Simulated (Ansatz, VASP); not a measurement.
## Two plane-wave programs on HgS

The input INCAR:

```
PREC = Accurate ; ENCUT = 500
EDIFF = 1E-6 ; ISMEAR = 0
SIGMA = 0.05 ; LREAL = F
LASPH = T ; NELM = 120
ALGO = Normal ; ISIF = 2
LWAVE = F ; LCHARG = T
GGA = RE ; IVDW = 13
LELF = T ; LVHAR = T
NBANDS = 16 ; GGA_COMPAT = F
```

Contents of KPOINTS:

```
Automatic mesh
0
Gamma
  8 8 8
```

POSCAR

```
HgS
1.0
    0.0000000000      2.9936984099      2.9936984099
    2.9936984099      0.0000000000      2.9936984099
    2.9936984099      2.9936984099      0.0000000000
Hg S
1 1
Direct
    0.0000000000      0.0000000000      0.0000000000
    0.7500000000      0.7500000000      0.7500000000
```

Input for Ansatz:

```yaml
crystal:
  lattice:
    - [0.0, 2.9936984099, 2.9936984099]
    - [2.9936984099, 0.0, 2.9936984099]
    - [2.9936984099, 2.9936984099, 0.0]
  atoms:
    - { symbol: Hg, position: [0.0, 0.0, 0.0] }
    - { symbol: S, position: [0.75, 0.75, 0.75] }
basis:
  ecutwfc: 420
  ecutrho_ratio: 4
kpoints:
  mp_grid: { grid: [8, 8, 8] }
hamiltonian:
  xc: revpbe
  dispersion: d4
scf:
  occupations: { method: gaussian, width: 0.05 }
output:
  forces: true
  stress: true
  eigenvalues: true
```

Alike in both runs: task single point; functional revPBE; dispersion D4; k mesh 8 × 8 × 8; occupations gaussian, width 0.05 eV; no spin polarisation.

|  | VASP | Ansatz |
| --- | --- | --- |
| version | VASP 6.6.1 | Ansatz 0.2.0 |
| potentials or method | VASP PAW PBE potentials, release 64 (Hg, S), cutoff 500 eV | scalar-relativistic, plane waves, PAW |
| valence electrons in the cell | 18 | 26 |

```tsv
	VASP	Ansatz	Ansatz less VASP
gap on the k mesh at the Fermi level (eV)	none	none	-
pressure (GPa)	-1.7	-2.0	-0.21
```

VASP's potentials were made for PBE, not for revPBE. A gap of «none» marks a metal or a gap that the smearing closes. VASP's potentials hold 18 valence electrons a cell and Ansatz's 26, so a difference there can come from the potentials and not from the codes.

Spin-orbit coupling is off throughout.
